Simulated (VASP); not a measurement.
# CaO: single point with r2SCAN

The system is CaO.

```
Ca O
1.0
     3.98103    0.00000    0.00000
    -1.99051    3.44767    0.00000
     0.00000    0.00000    4.77012
Ca O
2 2
Direct
  0.33333 0.66667 0.25000
  0.66667 0.33333 0.75000
  0.66667 0.33333 0.25000
  0.33333 0.66667 0.75000
```

```
Program                : VASP 6.6.1
Task                   : single point
Functional             : r2SCAN
Potentials or basis    : VASP PAW PBE potentials, release 64 (Ca_sv, O)
Cutoff                 : 520 eV
k mesh                 : 12 × 12 × 6
Occupations            : gaussian, width 0.01 eV
Spin                   : no spin polarisation
Dipole correction      : no
Further INCAR settings : ALGO = Normal; EDIFF = 1e-06; NBANDS = 24
```

```json
{
  "Pressure": "1.0 GPa",
  "Band gap on the k mesh": "3.61 eV"
}
```

Levels at points of the mesh, in eV from the valence-band top:
```
           k point  band 13  band 14  band 15  band 16  band 17  band 18  band 19  band 20
(0.00, 0.00, 0.00)    -1.17    -1.17    -1.08     0.00     3.61     6.82     6.82     8.41
(0.50, 0.00, 0.00)    -0.85    -0.83    -0.58    -0.38     5.13     5.79     5.88     8.33
(0.00, 0.00, 0.50)    -1.30    -1.30    -1.30    -1.30     5.44     5.44     8.50     8.50
(0.50, 0.00, 0.50)    -1.07    -1.07    -0.75    -0.75     5.83     5.83     8.02     8.02
```

It took 3.2 min on 1 thread of Intel(R) Xeon(R) 6975P-C (Granite Rapids), with other jobs on the host, peak memory 0.24 GiB.

Caveat: the PAW data sets were made with another functional, which shifts forces and pressure a little. A k mesh can miss the band edges.
